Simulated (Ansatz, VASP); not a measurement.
**One calculation of W, two programs**

```
W
1.0
     0.00000    2.01875    2.01875
     2.01875    0.00000    2.01875
     2.01875    2.01875    0.00000
W
1
Direct
  0.00000 0.00000 0.00000
```

Alike in both runs: functional PBE; k mesh 17 × 17 × 17; occupations fermi-dirac, width 0.05 eV; no spin polarisation.

Ansatz relaxed the structure, and its values are those at the end. VASP's run is a single point on that final structure, the one shown.

|  | VASP | Ansatz |
| --- | --- | --- |
| version | VASP 6.6.1 | Ansatz 0.2.0 |
| potentials or method | VASP PAW PBE potentials, release 64 (W_sv) | PAW with Ansatz's default frozen-core files, scalar-relativistic |
| plane-wave cutoff (eV) | 520 | 420 |
| valence electrons in the cell | 14 | 14 |

VASP gave:

```
pressure (GPa) : 0.5
```

Q: Which values does Ansatz return?

A: Pressure (GPa): 0.0.

The functional is the same, so the differences come from potentials, cutoffs and numerics.

Spin-orbit coupling is off throughout.
